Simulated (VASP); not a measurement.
# CoC (zincblende type) (F-43m) in VASP: notebook

Runs on CoC (zincblende type). Level: LDA. Tasks: single point.

Everything below comes from runs of VASP 6.6.1. Logs are shortened: lines on timing, memory, paths and dates and some standing lists are left out, and cuts for length are marked.

### 1 The cell of the first run

The structure is cubic, space group F-43m (No. 216). The conventional cell has a = 3.578 Å, b = 3.578 Å, c = 3.578 Å, α = 90.00°, β = 90.00°, γ = 90.00°. Co (site symmetry -43m) has 4 C at 1.55 Å within 2.1 Å. C (site symmetry -43m) has 4 Co at 1.55 Å within 2.1 Å.

### 2 Single point, LDA, collinear spin, ferromagnetic start

The input, INCAR:

```
ALGO = Normal ; EDIFF = 1E-7
ENCUT = 520 ; ISIF = 2
ISMEAR = -1 ; ISPIN = 2
LASPH = T ; LCHARG = F
LMAXMIX = 4 ; LORBIT = 11
LREAL = F ; LWAVE = F
MAGMOM = 1.7 0 ; NBANDS = 18
NELM = 150 ; PREC = Accurate
SIGMA = 0.1
```

The input, KPOINTS:

```
k-points
0
Gamma
  17 17 17
```

The input, POSCAR:

```
CoC
1.0
    0.0000000000      1.7891735207      1.7891735207
    1.7891735207      0.0000000000      1.7891735207
    1.7891735207      1.7891735207      0.0000000000
Co C
1 1
Direct
    0.0000000000      0.0000000000      0.0000000000
    0.2500000000      0.2500000000      0.2500000000
```

Potentials or basis: VASP PAW LDA potentials, release 64 (Co, C).

Launch:

```bash
cat potpaw_LDA.64/Co/POTCAR potpaw_LDA.64/C/POTCAR > POTCAR
mpirun -np 1 vasp_std > vasp.out
```

OUTCAR:

```text
EDIFF = 1E-7
   ENCUT = 520
   ISIF = 2
   ISMEAR = -1
   ISPIN = 2
   LASPH = T
   LORBIT = 11
   LREAL = F
   NELM = 150
   PREC = Accurate

 ion  position               nearest neighbor table
   1  0.000  0.000  0.000-   2 1.55   2 1.55   2 1.55   2 1.55
   2  0.250  0.250  0.250-   1 1.55   1 1.55   1 1.55   1 1.55

  LATTYP: Found a face centered cubic cell.
 ALAT       =     3.5783470414

  Lattice vectors:

 A1 = (   0.0000000000,   1.7891735207,   1.7891735207)
 A2 = (   1.7891735207,   0.0000000000,   1.7891735207)
 A3 = (   1.7891735207,   1.7891735207,   0.0000000000)

Analysis of symmetry for initial positions (statically):
=====================================================================
 Subroutine PRICEL returns:
 Original cell was already a primitive cell.

 Routine SETGRP: Setting up the symmetry group for a
 face centered cubic supercell.

 Subroutine GETGRP returns: Found 24 space group operations
 (whereof 24 operations were pure point group operations)
 out of a pool of 48 trial point group operations.

The static configuration has the point symmetry T_d .

Analysis of symmetry for dynamics (positions and initial velocities):
=====================================================================
 Subroutine PRICEL returns:
 Original cell was already a primitive cell.

 Routine SETGRP: Setting up the symmetry group for a
 face centered cubic supercell.

 Subroutine GETGRP returns: Found 24 space group operations
 (whereof 24 operations were pure point group operations)
 out of a pool of 48 trial point group operations.

The dynamic configuration has the point symmetry T_d .

Analysis of structural, dynamic, and magnetic symmetry:
=====================================================================
 Subroutine PRICEL returns:
 Original cell was already a primitive cell.

 Routine SETGRP: Setting up the symmetry group for a
 face centered cubic supercell.

 Subroutine GETGRP returns: Found 24 space group operations
 (whereof 24 operations were pure point group operations)
 out of a pool of 48 trial point group operations.

The overall configuration has the point symmetry T_d .

 Subroutine INISYM returns: Found 24 space group operations
 (whereof 24 operations are pure point group operations),
 and found     1 'primitive' translations

----------------------------------------------------------------------------------------

                                     Primitive cell

  volume of cell :      11.4548

  direct lattice vectors                    reciprocal lattice vectors
     0.000000000  1.789173521  1.789173521    -0.279458641  0.279458641  0.279458641
     1.789173521  0.000000000  1.789173521     0.279458641 -0.279458641  0.279458641
     1.789173521  1.789173521  0.000000000     0.279458641  0.279458641 -0.279458641

  length of vectors
     2.530273458  2.530273458  2.530273458     0.484036564  0.484036564  0.484036564

  position of ions in fractional coordinates (direct lattice)
     0.000000000  0.000000000  0.000000000
     0.250000000  0.250000000  0.250000000

  ion indices of the primitive-cell ions
   primitive index   ion index
                 1           1
                 2           2

----------------------------------------------------------------------------------------

 KPOINTS: k-points

Automatic generation of k-mesh.
 Grid dimensions read from file:
 generate k-points for:   17   17   17

 Generating k-lattice:

  Cartesian coordinates                     Fractional coordinates (reciprocal lattice)
    -0.016438744  0.016438744  0.016438744     0.058823529  0.000000000  0.000000000
     0.016438744 -0.016438744  0.016438744     0.000000000  0.058823529  0.000000000
     0.016438744  0.016438744 -0.016438744     0.000000000  0.000000000  0.058823529

  Length of vectors
     0.028472739  0.028472739  0.028472739

  Shift w.r.t. Gamma in fractional coordinates (k-lattice)
     0.000000000  0.000000000  0.000000000

 Subroutine IBZKPT returns following result:
 ===========================================

 Found    165 irreducible k-points:

 Following reciprocal coordinates:
            Coordinates               Weight
  0.000000  0.000000  0.000000      1.000000
  0.058824  0.000000  0.000000      8.000000
  0.117647  0.000000  0.000000      8.000000
  0.176471  0.000000  0.000000      8.000000
  0.235294  0.000000  0.000000      8.000000
  0.294118  0.000000  0.000000      8.000000
[... 16 lines left out ...]
 -0.176471  0.058824  0.000000     24.000000
 -0.117647  0.058824  0.000000     24.000000
 [... further k-points ...]
   k-points           NKPTS =    165   k-points in BZ     NKDIM =    165   number of bands    NBANDS=     18
   number of dos      NEDOS =    301   number of ions     NIONS =      2
   total plane-waves  NPLWV =   8000
   dimension x,y,z NGX =    20 NGY =   20 NGZ =   20
   dimension x,y,z NGXF=    40 NGYF=   40 NGZF=   40
   ions per type =               1   1
   NGX,Y,Z   is equivalent  to a cutoff of  13.14, 13.14, 13.14 a.u.
   NGXF,Y,Z  is equivalent  to a cutoff of  26.28, 26.28, 26.28 a.u.
 SYSTEM =  unknown system
   PREC   = accura    normal or accurate (medium, high low for compatibility)
   ISTART =      0    job   : 0-new  1-cont  2-samecut
   ICHARG =      2    charge: 1-file 2-atom 10-const
   ISPIN  =      2    spin polarized calculation?
   LNONCOLLINEAR =      F non collinear calculations
   LSORBIT =      F    spin-orbit coupling
   LASPH  =      T    aspherical Exc in radial PAW
   ENCUT  =  520.0 eV  38.22 Ry    6.18 a.u.   4.70  4.70  4.70*2*pi/ulx,y,z
   NELM   =    150;   NELMIN=  2; NELMDL= -5     # of ELM steps
   EDIFF  = 0.1E-06   stopping-criterion for ELM
   LREAL  =      F    real-space projection
   EDIFFG = 0.1E-05   stopping-criterion for IOM
   NSW    =      0    number of steps for IOM
   IBRION =     -1    ionic relax: 0-MD 1-quasi-New 2-CG
   NFREE  =      0    steps in history (QN), initial steepest desc. (CG)
   ISIF   =      2    stress and relaxation
   ISYM   =      2    0-nonsym 1-usesym 2-fastsym
   POTIM  = 0.5000    time-step for ionic-motion
   TEBEG  =    0.0;   TEEND  =   0.0 temperature during run
   PSTRESS=    0.0 pullay stress
   NELECT =      13.0000    total number of electrons
   NUPDOWN=      -1.0000    fix difference up-down
   EMIN   =  10.00;   EMAX   =-10.00  energy-range for DOS
   EFERMI =   0.00;   METHOD = LEGACY
   ISMEAR =    -1;   SIGMA  =   0.10  broadening in eV -4-tet -1-fermi 0-gaus
   EFERMI_NEDOS =   21; number of points for ismear=-14 and -15
   IALGO  =     38    algorithm
   IMIX   =      4    mixing-type and parameters
     AMIX     =   0.40;   BMIX     =  1.00
     AMIX_MAG =   1.60;   BMIX_MAG =  1.00
  volume/ion in A,a.u.               =       5.73        38.65
  Fermi-wavevector in a.u.,A,eV,Ry     =   1.707629  3.226951 39.674539  2.915996
  Thomas-Fermi vector in A             =   2.786446
   LORBIT       =     11    0 simple, 1 ext, 2 COOP (PROOUT), +10 PAW based schemes
   GGA     = CA    functional components
   LHFCALC =     F    Hartree Fock is set to
   AEXX    =    0.0000 exact exchange contribution
   IVDW    =     0    specifies the selected vdW correction
   LEPSILON=     F    determine dielectric tensor
   LRPA    =     F    only Hartree local field effects (RPA)
 spin polarized calculation
  energy-cutoff  :      520.00
  volume of cell :       11.45
 maximum number of plane-waves:       331
   NGX =  9   NGY =  9   NGZ =  9

 number of electron      13.0000005 magnetization       0.0002517

 number of electron      13.0000005 magnetization      -0.0000594

 Free energy of the ion-electron system (eV)
  ---------------------------------------------------
  ext. energy  EPLUGINS =         0.00000000
  ---------------------------------------------------
  free energy    TOTEN  =       -12.14939408 eV

  energy without entropy =      -12.13395160  energy(sigma->0) =      -12.14167284

 E-fermi :  17.1273     XC(G=0): -15.6347

 val. band max:       17.0349451089   @ k =   0.4706   0.1765   0.0588
 cond. band min:      17.1616273300   @ k =  -0.3529   0.2941   0.0000
 fundamental gap:      0.1266822211
 Fermi energy:        17.1273222362

 spin component 1

 k-point     1 :       0.0000    0.0000    0.0000
  band No.  band energies     occupation
      1      -1.5131      1.00000
      2       8.0526      1.00000
      3       8.0526      1.00000
      4       8.0526      1.00000
      5      13.3722      1.00000
      6      13.3722      1.00000
[... 10 lines left out ...]
     17      46.7997      0.00000
     18      49.4691      0.00000
[... 463 lines left out ...]
 k-point    24 :      -0.1176    0.0588    0.0000
  band No.  band energies     occupation
      1      -0.8215      1.00000
      2       7.7769      1.00000
      3       8.3102      1.00000
      4       8.3375      1.00000
      5      13.0972      1.00000
      6      13.3797      1.00000
[... 10 lines left out ...]
     17      50.1248      0.00000
     18      52.3010      0.00000

 [... further k-points ...]

 spin component 2

 k-point     1 :       0.0000    0.0000    0.0000
  band No.  band energies     occupation
      1      -1.5132      1.00000
      2       8.0525      1.00000
      3       8.0525      1.00000
      4       8.0525      1.00000
      5      13.3722      1.00000
      6      13.3722      1.00000
[... 10 lines left out ...]
     17      46.7997      0.00000
     18      49.4690      0.00000
[... 463 lines left out ...]
 k-point    24 :      -0.1176    0.0588    0.0000
  band No.  band energies     occupation
      1      -0.8215      1.00000
      2       7.7769      1.00000
      3       8.3102      1.00000
      4       8.3375      1.00000
      5      13.0972      1.00000
      6      13.3797      1.00000
[... 10 lines left out ...]
     17      50.1248      0.00000
     18      52.3010      0.00000

 [... further k-points ...]

------------------------ aborting loop because EDIFF is reached ----------------------------------------

  FORCE on cell =-STRESS in cart. coord.  units (eV):
  Direction    XX          YY          ZZ          XY          YZ          ZX
  --------------------------------------------------------------------------------------
  -------------------------------------------------------------------------------------
  Total       25.3007741     25.3007741     25.3007741      0.0000000     -0.0000000      0.0000000
  in kB     3538.8080713   3538.8080713   3538.8080713      0.0000000     -0.0000000      0.0000000
  external PRESSURE =    3538.8080713 kB  Pullay stress =       0.0000000 kB

 VOLUME and BASIS-vectors are now :
 -----------------------------------------------------------------------------
  energy-cutoff  :      520.00
  volume of cell :       11.45
      direct lattice vectors                 reciprocal lattice vectors
     0.000000000  1.789173521  1.789173521    -0.279458641  0.279458641  0.279458641
     1.789173521  0.000000000  1.789173521     0.279458641 -0.279458641  0.279458641
     1.789173521  1.789173521  0.000000000     0.279458641  0.279458641 -0.279458641

 POSITION                                       TOTAL-FORCE (eV/Angst)
 -----------------------------------------------------------------------------------
      0.00000      0.00000      0.00000         0.000000      0.000000      0.000000
      0.89459      0.89459      0.89459        -0.000000     -0.000000     -0.000000
 -----------------------------------------------------------------------------------
    total drift:                                0.000000      0.000000     -0.000000

  FREE ENERGIE OF THE ION-ELECTRON SYSTEM (eV)
  ---------------------------------------------------
  free  energy   TOTEN  =       -12.1493940825 eV

  energy  without entropy=      -12.1339515986  energy(sigma->0) =      -12.14167284

 total charge

# of ion       s       p       d       tot
------------------------------------------
    1        0.957   1.400   8.446  10.804
    2        1.016   1.916   0.000   2.933
--------------------------------------------------
tot          1.973   3.317   8.446  13.736

 magnetization (x)

# of ion       s       p       d       tot
------------------------------------------
    1       -0.000  -0.000  -0.000  -0.000
    2        0.000   0.000   0.000   0.000
--------------------------------------------------
tot          0.000  -0.000  -0.000  -0.000
```

It took 59 s on 1 thread of Intel Xeon Platinum 8488C (Sapphire Rapids), shared host; peak memory 0.16 GiB.

Results:

- Free energy: -12.1494 eV
- Pressure: 353.9 GPa
- Net moment: 0.00 μB per cell

Levels at points of the mesh, in eV from the Fermi level:
Spin up:
| k point | band 3 | band 4 | band 5 | band 6 | band 7 | band 8 | band 9 | band 10 |
| --- | --- | --- | --- | --- | --- | --- | --- | --- |
| (0.00, 0.00, 0.00) | -9.07 | -9.07 | -3.76 | -3.76 | 8.52 | 8.52 | 8.52 | 12.04 |
Spin down:
| k point | band 3 | band 4 | band 5 | band 6 | band 7 | band 8 | band 9 | band 10 |
| --- | --- | --- | --- | --- | --- | --- | --- | --- |
| (0.00, 0.00, 0.00) | -9.07 | -9.07 | -3.76 | -3.76 | 8.52 | 8.52 | 8.52 | 12.04 |

Caveat: the cell stands under pressure; the moments typed at the start vanished in this run.

### 3 Single point, LDA, collinear spin, ferromagnetic start

The input, INCAR:

```
SYSTEM = CoC
  ALGO = Normal
  EDIFF = 1E-6
  ENCUT = 520
  GGA = CA
  ISIF = 2
  ISMEAR = -1
  ISPIN = 2
  LASPH = .TRUE.
  LCHARG = .TRUE.
  LELF = .TRUE.
  LMAXMIX = 4
  LORBIT = 11
  LREAL = .FALSE.
  LVHAR = .TRUE.
  LWAVE = .FALSE.
  MAGMOM = 1.7 0
  NBANDS = 18
  NELM = 150
  PREC = Accurate
  SIGMA = 0.1
```

The input, KPOINTS:

```
k-points
0
G
  17 17 17
  0 0 0
```

The input, POSCAR:

```
CoC
1.0
    0.0000000000      1.7891735208      1.7891735208
    1.7891735208      0.0000000000      1.7891735208
    1.7891735208      1.7891735208      0.0000000000
Co C
1 1
Direct
    0.0000000000      0.0000000000      0.0000000000
    0.2500000000      0.2500000000      0.2500000000
```

Potentials or basis: VASP PAW LDA potentials, release 64 (Co, C).

Launch:

```bash
cat potpaw_LDA.64/Co/POTCAR potpaw_LDA.64/C/POTCAR > POTCAR
mpirun -np 1 vasp_std > vasp.out
```

Wall time 42 s (1 thread of Intel Xeon Platinum 8488C (Sapphire Rapids), shared host); peak memory 0.17 GiB.

It converged, with:

* Free energy: -12.1494 eV
* Pressure: 353.8 GPa
* Net moment: 0.00 μB per cell

Levels at points of the mesh, in eV from the Fermi level:
Spin up:
```tsv
k point	band 2	band 3	band 4	band 5	band 6	band 7	band 8	band 9	band 10	band 11
(0.00, 0.00, 0.00)	-9.07	-9.07	-9.07	-3.75	-3.75	8.52	8.52	8.52	12.04	20.01
```
Spin down:
| k point | band 3 | band 4 | band 5 | band 6 | band 7 | band 8 | band 9 | band 10 |
| --- | --- | --- | --- | --- | --- | --- | --- | --- |
| (0.00, 0.00, 0.00) | -9.07 | -9.07 | -3.76 | -3.76 | 8.52 | 8.52 | 8.52 | 12.04 |

Caveat: the cell stands under pressure; the moments typed at the start vanished in this run.
